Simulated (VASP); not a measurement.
# NbH (I4/mmm) in VASP: a series of runs

The runs below take NbH through single point, with LDA.

Program: VASP 6.6.1. These are calculated values, not measurements. Logs are shortened: lines on timing, memory, paths and dates and some standing lists are left out, and cuts for length are marked.

### Step 1. The cell of the first run

It takes space group I4/mmm (No. 139, tetragonal). The conventional cell has a = 3.148 Å, b = 3.148 Å, c = 3.888 Å, α = 90.00°, β = 90.00°, γ = 90.00°. Within 2.6 Å of Nb (site symmetry 4/mmm) lie 6 H at 1.94 to 2.23 Å. H (site symmetry 4/mmm) has 6 Nb at 1.94 to 2.23 Å within 2.6 Å.

### Step 2. Single point, LDA

The input, INCAR:

```
SYSTEM = NbH
ALGO = Normal
EDIFF = 1E-6
ENCUT = 520
ISIF = 2
ISMEAR = 1
LASPH = .TRUE.
LCHARG = .FALSE.
LREAL = .FALSE.
LWAVE = .FALSE.
NBANDS = 14
NELM = 100
PREC = Accurate
SIGMA = 0.1
```

The input, KPOINTS:

```
k-points
0
G
  13 13 13
  0 0 0
```

The input, POSCAR:

```
NbH
1.0
   -1.5741596116      1.5741596116      1.9437936951
    1.5741596116     -1.5741596116      1.9437936951
    1.5741596116      1.5741596116     -1.9437936951
Nb H
1 1
Direct
    0.0000000000      0.0000000000      0.0000000000
    0.5000000000      0.5000000000      0.0000000000
```

Potentials or basis: VASP PAW LDA potentials, release 64 (Nb_sv, H).

Launch:

```console
cat potpaw_LDA.64/Nb_sv/POTCAR potpaw_LDA.64/H/POTCAR > POTCAR
mpirun -np 1 vasp_std > vasp.out
```

OUTCAR:

```text
SYSTEM = NbH
   EDIFF = 1E-6
   ENCUT = 520
   ISIF = 2
   ISMEAR = 1
   LASPH = .TRUE.
   LREAL = .FALSE.
   NELM = 100
   PREC = Accurate

 ion  position               nearest neighbor table
   1  0.000  0.000  0.000-   2 1.94   2 1.94
   2  0.500  0.500  0.000-   1 1.94   1 1.94

  LATTYP: Found a body centered tetragonal cell.
 ALAT       =     3.1483192232
 C/A-ratio  =     1.2348135988

  Lattice vectors:

 A1 = (  -1.5741596116,   1.5741596116,   1.9437936951)
 A2 = (   1.5741596116,  -1.5741596116,   1.9437936951)
 A3 = (   1.5741596116,   1.5741596116,  -1.9437936951)

Analysis of symmetry for initial positions (statically):
=====================================================================
 Subroutine PRICEL returns:
 Original cell was already a primitive cell.

 Routine SETGRP: Setting up the symmetry group for a
 body centered tetragonal supercell.

 Subroutine GETGRP returns: Found 16 space group operations
 (whereof 16 operations were pure point group operations)
 out of a pool of 16 trial point group operations.

The static configuration has the point symmetry D_4h.

Analysis of symmetry for dynamics (positions and initial velocities):
=====================================================================
 Subroutine PRICEL returns:
 Original cell was already a primitive cell.

 Routine SETGRP: Setting up the symmetry group for a
 body centered tetragonal supercell.

 Subroutine GETGRP returns: Found 16 space group operations
 (whereof 16 operations were pure point group operations)
 out of a pool of 16 trial point group operations.

The dynamic configuration has the point symmetry D_4h.

 Subroutine INISYM returns: Found 16 space group operations
 (whereof 16 operations are pure point group operations),
 and found     1 'primitive' translations

----------------------------------------------------------------------------------------

                                     Primitive cell

  volume of cell :      19.2667

  direct lattice vectors                    reciprocal lattice vectors
    -1.574159612  1.574159612  1.943793695     0.000000000  0.317629798  0.257228944
     1.574159612 -1.574159612  1.943793695     0.317629798  0.000000000  0.257228944
     1.574159612  1.574159612 -1.943793695     0.317629798  0.317629798  0.000000000

  length of vectors
     2.955383375  2.955383375  2.955383375     0.408724135  0.408724135  0.449196369

  position of ions in fractional coordinates (direct lattice)
     0.000000000  0.000000000  0.000000000
     0.500000000  0.500000000  0.000000000

  ion indices of the primitive-cell ions
   primitive index   ion index
                 1           1
                 2           2

----------------------------------------------------------------------------------------

 KPOINTS: k-points

Automatic generation of k-mesh.
 Grid dimensions read from file:
 generate k-points for:   13   13   13

 Generating k-lattice:

  Cartesian coordinates                     Fractional coordinates (reciprocal lattice)
     0.000000000  0.024433061  0.019786842     0.076923077 -0.000000000  0.000000000
     0.024433061  0.000000000  0.019786842    -0.000000000  0.076923077  0.000000000
     0.024433061  0.024433061  0.000000000     0.000000000  0.000000000  0.076923077

  Length of vectors
     0.031440318  0.031440318  0.034553567

  Shift w.r.t. Gamma in fractional coordinates (k-lattice)
     0.000000000  0.000000000  0.000000000

 Subroutine IBZKPT returns following result:
 ===========================================

 Found    196 irreducible k-points:

 Following reciprocal coordinates:
            Coordinates               Weight
  0.000000  0.000000  0.000000      1.000000
  0.076923  0.000000  0.000000      8.000000
  0.153846  0.000000  0.000000      8.000000
  0.230769 -0.000000  0.000000      8.000000
  0.307692  0.000000  0.000000      8.000000
  0.384615  0.000000 -0.000000      8.000000
[... 16 lines left out ...]
  0.384615  0.153846  0.000000     16.000000
  0.461538  0.153846  0.000000     16.000000
 [... further k-points ...]
   k-points           NKPTS =    196   k-points in BZ     NKDIM =    196   number of bands    NBANDS=     14
   number of dos      NEDOS =    301   number of ions     NIONS =      2
   total plane-waves  NPLWV =  13824
   dimension x,y,z NGX =    24 NGY =   24 NGZ =   24
   dimension x,y,z NGXF=    48 NGYF=   48 NGZF=   48
   ions per type =               1   1
   NGX,Y,Z   is equivalent  to a cutoff of  13.50, 13.50, 13.50 a.u.
   NGXF,Y,Z  is equivalent  to a cutoff of  27.00, 27.00, 27.00 a.u.
 SYSTEM =  NbH
   PREC   = accura    normal or accurate (medium, high low for compatibility)
   ISTART =      0    job   : 0-new  1-cont  2-samecut
   ICHARG =      2    charge: 1-file 2-atom 10-const
   ISPIN  =      1    spin polarized calculation?
   LNONCOLLINEAR =      F non collinear calculations
   LSORBIT =      F    spin-orbit coupling
   LASPH  =      T    aspherical Exc in radial PAW
   ENCUT  =  520.0 eV  38.22 Ry    6.18 a.u.   5.50  5.50  5.50*2*pi/ulx,y,z
   NELM   =    100;   NELMIN=  2; NELMDL= -5     # of ELM steps
   EDIFF  = 0.1E-05   stopping-criterion for ELM
   LREAL  =      F    real-space projection
   EDIFFG = 0.1E-04   stopping-criterion for IOM
   NSW    =      0    number of steps for IOM
   IBRION =     -1    ionic relax: 0-MD 1-quasi-New 2-CG
   NFREE  =      0    steps in history (QN), initial steepest desc. (CG)
   ISIF   =      2    stress and relaxation
   ISYM   =      2    0-nonsym 1-usesym 2-fastsym
   POTIM  = 0.5000    time-step for ionic-motion
   TEBEG  =    0.0;   TEEND  =   0.0 temperature during run
   PSTRESS=    0.0 pullay stress
   NELECT =      14.0000    total number of electrons
   NUPDOWN=      -1.0000    fix difference up-down
   EMIN   =  10.00;   EMAX   =-10.00  energy-range for DOS
   EFERMI =   0.00;   METHOD = LEGACY
   ISMEAR =     1;   SIGMA  =   0.10  broadening in eV -4-tet -1-fermi 0-gaus
   EFERMI_NEDOS =   21; number of points for ismear=-14 and -15
   IALGO  =     38    algorithm
   IMIX   =      4    mixing-type and parameters
     AMIX     =   0.40;   BMIX     =  1.00
     AMIX_MAG =   1.60;   BMIX_MAG =  1.00
  volume/ion in A,a.u.               =       9.63        65.01
  Fermi-wavevector in a.u.,A,eV,Ry     =   1.471798  2.781295 29.472805  2.166190
  Thomas-Fermi vector in A             =   2.586890
   LORBIT       =      0    0 simple, 1 ext, 2 COOP (PROOUT), +10 PAW based schemes
   GGA     = CA    functional components
   LHFCALC =     F    Hartree Fock is set to
   AEXX    =    0.0000 exact exchange contribution
   IVDW    =     0    specifies the selected vdW correction
   LEPSILON=     F    determine dielectric tensor
   LRPA    =     F    only Hartree local field effects (RPA)
 non-spin polarized calculation
 Methfessel and Paxton  Order N= 1 SIGMA  =   0.10
  energy-cutoff  :      520.00
  volume of cell :       19.27
 maximum number of plane-waves:       534
 NGX is ok and might be reduce to    24
   NGX = 11   NGY = 11   NGZ = 11

 number of electron      14.0000001 magnetization

 Free energy of the ion-electron system (eV)
  ---------------------------------------------------
  ext. energy  EPLUGINS =         0.00000000
  ---------------------------------------------------
  free energy    TOTEN  =       -15.16496131 eV

  energy without entropy =      -15.16455130  energy(sigma->0) =      -15.16482464

 E-fermi :  11.6967     XC(G=0): -12.9192

 val. band max:       11.6942102467   @ k =  -0.2308  -0.3077   0.2308
 cond. band min:      11.7001059037   @ k =   0.3846   0.0769  -0.0000
 fundamental gap:      0.0058956570
 Fermi energy:        11.6967099044

 k-point     1 :       0.0000    0.0000    0.0000
  band No.  band energies     occupation
      1     -43.0604      2.00000
      2     -18.7288      2.00000
      3     -18.6642      2.00000
      4     -18.6642      2.00000
      5       1.8589      2.00000
      6      10.9145      2.00000
      7      10.9145      2.00000
      8      12.3563     -0.00000
      9      12.6580     -0.00000
     10      13.6339     -0.00000
     11      22.2524      0.00000
     12      23.2029      0.00000
     13      24.2690      0.00000
     14      24.2690      0.00000

 k-point     2 :       0.0769    0.0000    0.0000
  band No.  band energies     occupation
      1     -43.0495      2.00000
      2     -18.7816      2.00000
      3     -18.6900      2.00000
      4     -18.6790      2.00000
      5       2.0594      2.00000
      6      10.8606      2.00000
      7      10.9901      2.00000
      8      12.2987     -0.00000
      9      12.6132     -0.00000
     10      13.5167     -0.00000
     11      21.2860      0.00000
     12      23.6256      0.00000
     13      24.6741      0.00000
     14      25.0662      0.00000

 k-point     3 :       0.1538    0.0000    0.0000
  band No.  band energies     occupation
      1     -43.0192      2.00000
      2     -18.9787      2.00000
      3     -18.7198      2.00000
      4     -18.7069      2.00000
      5       2.6286      2.00000
      6      10.5538      2.00000
      7      11.0410      2.00000
      8      12.2306     -0.00000
      9      12.7125     -0.00000
     10      13.3822     -0.00000
     11      19.7908      0.00000
     12      24.7067      0.00000
     13      25.8083      0.00000
     14      26.5513      0.00000
[... 324 lines left out ...]
 k-point    23 :       0.3846    0.1538    0.0000
  band No.  band energies     occupation
      1     -42.8577      2.00000
      2     -19.8092      2.00000
      3     -19.0554      2.00000
      4     -18.8032      2.00000
      5       6.0817      2.00000
      6       7.9395      2.00000
      7      10.1294      2.00000
      8      11.8807     -0.02588
      9      14.6437      0.00000
     10      16.2931      0.00000
     11      19.6816      0.00000
     12      21.9575      0.00000
     13      26.0252      0.00000
     14      29.1866      0.00000

 k-point    24 :       0.4615    0.1538    0.0000
  band No.  band energies     occupation
      1     -42.8539      2.00000
      2     -19.8234      2.00000
      3     -19.0480      2.00000
      4     -18.8239      2.00000
      5       5.9929      2.00000
      6       7.7967      2.00000
      7      10.2272      2.00000
      8      12.0035     -0.00013
      9      15.1828      0.00000
     10      16.1866      0.00000
     11      20.3596      0.00000
     12      20.7007      0.00000
     13      26.5634      0.00000
     14      28.2642      0.00000

 [... further k-points ...]
[... 5 lines left out ...]
  --------------------------------------------------------------------------------------
  -------------------------------------------------------------------------------------
  Total        0.0700103      0.0700103      0.0601580      0.0000000      0.0000000      0.0000000
  in kB        5.8219000      5.8219000      5.0026081      0.0000000      0.0000000      0.0000000
  external PRESSURE =       5.5488027 kB  Pullay stress =       0.0000000 kB

 VOLUME and BASIS-vectors are now :
 -----------------------------------------------------------------------------
  energy-cutoff  :      520.00
  volume of cell :       19.27
      direct lattice vectors                 reciprocal lattice vectors
    -1.574159612  1.574159612  1.943793695     0.000000000  0.317629798  0.257228944
     1.574159612 -1.574159612  1.943793695     0.317629798  0.000000000  0.257228944
     1.574159612  1.574159612 -1.943793695     0.317629798  0.317629798  0.000000000

 POSITION                                       TOTAL-FORCE (eV/Angst)
 -----------------------------------------------------------------------------------
      0.00000      0.00000      0.00000        -0.000000      0.000000      0.000000
      0.00000      0.00000      1.94379         0.000000     -0.000000     -0.000000
 -----------------------------------------------------------------------------------
    total drift:                               -0.000000      0.000000      0.000000

  FREE ENERGIE OF THE ION-ELECTRON SYSTEM (eV)
  ---------------------------------------------------
  free  energy   TOTEN  =       -15.1649613149 eV

  energy  without entropy=      -15.1645512982  energy(sigma->0) =      -15.16482464
```

It took 64 s on 1 thread of AMD EPYC 7R13 (Zen 3), shared host; peak memory 0.14 GiB.

Results:

```
Free energy            : -15.1650 eV
Pressure               : 0.6 GPa
Band gap on the k mesh : zero (band 7 reaches 15.52 eV, above the bottom of band 8 at 11.16 eV)
```

### Step 3. Single point, LDA

This run uses another cell than the first one, of 9.94 Å³/atom, 1.032 times its volume.

The input, INCAR:

```
SYSTEM = NbH
ALGO = Normal ; EDIFF = 1E-6
ENCUT = 520 ; ISIF = 2
ISMEAR = 1 ; LASPH = .TRUE.
LCHARG = .FALSE. ; LREAL = .FALSE.
LWAVE = .FALSE. ; NBANDS = 14
NELM = 80 ; PREC = Accurate
SIGMA = 0.1
```

KPOINTS is that of step 2.

The input, POSCAR:

```
NbH
1.0
   -1.5907309306      1.5907309306      1.9642561851
    1.5907309306     -1.5907309306      1.9642561851
    1.5907309306      1.5907309306     -1.9642561851
Nb H
1 1
Direct
    0.0000000000      0.0000000000      0.0000000000
    0.5000000000      0.5000000000      0.0000000000
```

Potentials or basis: VASP PAW LDA potentials, release 64 (Nb_sv, H).

Launch:

```console
cat potpaw_LDA.64/Nb_sv/POTCAR potpaw_LDA.64/H/POTCAR > POTCAR
mpirun -np 1 vasp_std > vasp.out
```

It took 69 s on 1 thread of AMD EPYC 7R13 (Zen 3), shared host; peak memory 0.14 GiB.

The run converged. Its results:

```
Free energy            : -15.1553 eV
Pressure               : -5.8 GPa
Band gap on the k mesh : zero (band 7 reaches 14.88 eV, above the bottom of band 8 at 10.73 eV)
```

Stress tensor (GPa, compression positive):
```
-5.68  0.00  0.00
 0.00 -5.68  0.00
 0.00  0.00 -6.06
```

Levels at points of the mesh, in eV from the Fermi level:
```
           k point  band 5  band 6  band 7  band 8  band 9  band 10
(0.00, 0.00, 0.00)   -9.69   -0.74   -0.74    0.65    0.93     1.86
```

### Step 4. Single point, LDA

This run uses another cell than the first one, of 10.25 Å³/atom, 1.064 times its volume.

The input, INCAR:

```
PREC     = Accurate       # precision mode
ENCUT    = 520            # plane-wave cutoff, eV
EDIFF    = 1E-6           # SCF threshold, eV
ISMEAR   = 1              # smearing method
SIGMA    = 0.1            # smearing width, eV
LREAL    = False          # projectors in reciprocal space
LASPH    = True           # aspherical terms in the spheres
NELM     = 80             # most SCF steps
ALGO     = Normal         # electronic algorithm
ISIF     = 2              # what is computed and relaxed
LWAVE    = False          # write WAVECAR
LCHARG   = False          # write CHGCAR
NBANDS   = 14             # bands
```

The input, KPOINTS:

```
regular mesh
0
Gamma
  13 13 13
```

The input, POSCAR:

```
NbH
1.0
   -1.6069640000      1.6069640000      1.9843010000
    1.6069640000     -1.6069640000      1.9843010000
    1.6069640000      1.6069640000     -1.9843010000
Nb H
1 1
Direct
    0.0000000000      0.0000000000      0.0000000000
    0.5000000000      0.5000000000      0.0000000000
```

Launch:

```console
cat potpaw_LDA.64/Nb_sv/POTCAR potpaw_LDA.64/H/POTCAR > POTCAR
mpirun -np 1 vasp_std > vasp.out
```

It took 70 s on 1 thread of AMD EPYC 7R13 (Zen 3), shared host; peak memory 0.14 GiB.

It converged, with:

```
Free energy            : -15.1232 eV
Pressure               : -11.2 GPa
Band gap on the k mesh : zero (band 7 reaches 14.29 eV, above the bottom of band 8 at 10.33 eV)
```

Stress tensor (GPa, compression positive):
```
-10.93   0.00   0.00
  0.00 -10.93   0.00
  0.00   0.00 -11.77
```

Levels at points of the mesh, in eV from the Fermi level:
```tsv
k point	band 3	band 4	band 5	band 6	band 7	band 8	band 9	band 10	band 11	band 12
(0.00, 0.00, 0.00)	-30.53	-30.53	-9.53	-0.71	-0.71	0.64	0.89	1.79	10.00	11.43
```

### Step 5. Single point, LDA

This run uses another cell than the first one, of 10.56 Å³/atom, 1.096 times its volume.

The input, INCAR:

```
  ALGO = Normal
  EDIFF = 1E-6
  ENCUT = 520
  ISIF = 2
  ISMEAR = 1
  LASPH = True
  LCHARG = False
  LREAL = False
  LWAVE = False
  NBANDS = 14
  NELM = 60
  PREC = Accurate
  SIGMA = 0.1
```

The input, KPOINTS:

```
k-points
0
Gamma
  13 13 13
```

The input, POSCAR:

```
NbH
1.0
   -1.6228755695      1.6228755695      2.0039488223
    1.6228755695     -1.6228755695      2.0039488223
    1.6228755695      1.6228755695     -2.0039488223
Nb H
1 1
Direct
    0.0000000000      0.0000000000      0.0000000000
    0.5000000000      0.5000000000      0.0000000000
```

Launch:

```console
cat potpaw_LDA.64/Nb_sv/POTCAR potpaw_LDA.64/H/POTCAR > POTCAR
mpirun -np 1 vasp_std > vasp.out
```

Run time: 64 s. Hardware: 1 thread of AMD EPYC 7R13 (Zen 3), shared host; peak memory 0.14 GiB.

Results (log left out):

* Free energy: -15.0719 eV
* Pressure: -15.8 GPa
* Band gap on the k mesh: zero (band 7 reaches 13.73 eV, above the bottom of band 8 at 9.94 eV)

Stress tensor (GPa, compression positive):
```
-15.33   0.00   0.00
  0.00 -15.33   0.00
  0.00   0.00 -16.74
```

Levels at points of the mesh, in eV from the Fermi level:
```
           k point  band 3  band 4  band 5  band 6  band 7  band 8  band 9  band 10  band 11  band 12
(0.00, 0.00, 0.00)  -30.60  -30.60   -9.38   -0.67   -0.67    0.63    0.86     1.72     9.74    11.40
```

### Step 6. Single point, LDA

This run uses another cell than the first one, of 10.86 Å³/atom, 1.128 times its volume.

The input, INCAR:

```
SYSTEM = NbH
PREC = Accurate ; ENCUT = 520
EDIFF = 1E-7 ; ISMEAR = 1
SIGMA = 0.1 ; LREAL = .False.
LASPH = .True. ; NELM = 100
ALGO = Normal ; ISIF = 2
LWAVE = .False. ; LCHARG = .False.
GGA = CA ; NBANDS = 14
```

The input, KPOINTS:

```
regular mesh
0
Gamma
  13 13 13
  0 0 0
```

The input, POSCAR:

```
NbH
1.0
   -1.6384810996      1.6384810996      2.0232187431
    1.6384810996     -1.6384810996      2.0232187431
    1.6384810996      1.6384810996     -2.0232187431
Nb H
1 1
Direct
    0.0000000000      0.0000000000      0.0000000000
    0.5000000000      0.5000000000      0.0000000000
```

Potentials or basis: VASP PAW LDA potentials, release 64 (Nb_sv, H).

Launch:

```console
cat potpaw_LDA.64/Nb_sv/POTCAR potpaw_LDA.64/H/POTCAR > POTCAR
mpirun -np 1 vasp_std > vasp.out
```

Wall time 76 s (1 thread of AMD EPYC 7R13 (Zen 3), shared host); peak memory 0.14 GiB.

Results (log left out):

| Item | Value |
| --- | --- |
| Free energy | -15.0042 eV |
| Pressure | -19.7 GPa |
| Band gap on the k mesh | zero (band 7 reaches 13.21 eV, above the bottom of band 8 at 9.58 eV) |

Stress tensor (GPa, compression positive):
```
-19.04   0.00   0.00
  0.00 -19.04   0.00
  0.00   0.00 -21.01
```

Levels at points of the mesh, in eV from the Fermi level:
```csv
k point,band 5,band 6,band 7,band 8,band 9,band 10
"(0.00, 0.00, 0.00)",-9.23,-0.64,-0.64,0.62,0.83,1.65
```

### Step 7. Summary

| cell | gap on the mesh (eV) | pressure (GPa) |
| --- | --- | --- |
| a = 2.955 Å, angles 115.6, 115.6, 97.7°, 2 atoms | none | 0.6 |
| a = 2.986 Å, angles 115.6, 115.6, 97.7°, 2 atoms | none | -5.8 |
| a = 3.017 Å, angles 115.6, 115.6, 97.7°, 2 atoms | none | -11.2 |
| a = 3.047 Å, angles 115.6, 115.6, 97.7°, 2 atoms | none | -15.8 |
| a = 3.076 Å, angles 115.6, 115.6, 97.7°, 2 atoms | none | -19.7 |

Alike in all rows: task single point; level LDA; potentials or basis VASP PAW LDA potentials, release 64 (Nb_sv, H); no spin polarisation; k mesh 13 × 13 × 13; cutoff (eV) 520; smearing methfessel-paxton 0.1 eV.

Absolute energies hang on the potentials; compare differences alone.
